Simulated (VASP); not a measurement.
Write the native input for VASP 6.6.1 that does the following.

| Property | Result |
| --- | --- |
| Task | single point |
| Functional | PBE |
| Potentials or basis | VASP PAW PBE potentials, release 64 (Na_pv, Gd, P) |
| Cutoff | 520 eV |
| k mesh | 3 × 3 × 4 |
| Occupations | gaussian, width 0.1 eV |
| Spin | collinear spin, ferromagnetic start |
| Starting moments | [0.0, 0.0, 0.0, 7.0, 0.0, 0.0] μB |
| Dipole correction | no |
| Further INCAR settings | ALGO = Normal; EDIFF = 1e-07; NBANDS = 38 |

The structure of Na3GdP2 lies in POSCAR:

```
Na3GdP2
1.0
    5.8213703700      0.0000000000      0.0000000000
   -2.9106851800      5.0414546200      0.0000000000
    0.0000000000      0.0000000000      4.7967452900
Na Gd P
3 1 2
Direct
    0.5000000000      0.0000000000      0.5000000000
    0.0000000000      0.5000000000      0.5000000000
    0.5000000000      0.5000000000      0.5000000000
    0.0000000000      0.0000000000      0.0000000000
    0.3333333300      0.6666666700      0.0000000000
    0.6666666700      0.3333333300      0.0000000000
```

These files were run (other wordings do the same):

INCAR

```
SYSTEM = Na3GdP2
  PREC = Accurate
  ENCUT = 520
  EDIFF = 1E-7
  ISMEAR = 0
  SIGMA = 0.1
  LREAL = .False.
  LASPH = .True.
  NELM = 150
  ALGO = Normal
  ISIF = 2
  LWAVE = .False.
  LCHARG = .False.
  ISPIN = 2
  MAGMOM = 0 0 0 7 0 0
  LORBIT = 11
  LMAXMIX = 6
  GGA = PE
  NBANDS = 38
```

KPOINTS

```
Automatic mesh
0
Gamma
  3 3 4
  0 0 0
```

Potentials or basis: VASP PAW PBE potentials, release 64 (Na_pv, Gd, P).

Command:

```sh
$ cat potpaw_PBE.64/Na_pv/POTCAR potpaw_PBE.64/Gd/POTCAR potpaw_PBE.64/P/POTCAR > POTCAR
$ mpirun -np 1 vasp_std > vasp.out
```

It gave:

```yaml
Pressure: -1.5 GPa
Net_moment: 8.53 μB per cell
Site_moments: Na +0.01; Gd +6.93; P +0.10 μB
Valence_electrons_inside_the_program's_atomic_spheres: Na 6.09; Gd 15.11; P 2.43
```

Caveat: the k points lie up to 0.42 Å⁻¹ apart; a cell with one magnetic atom can't hold antiferromagnetic order, which such compounds often take.

It took 19 min on 1 thread of AMD EPYC 7R13, with other jobs on the host, peak memory 0.37 GiB.
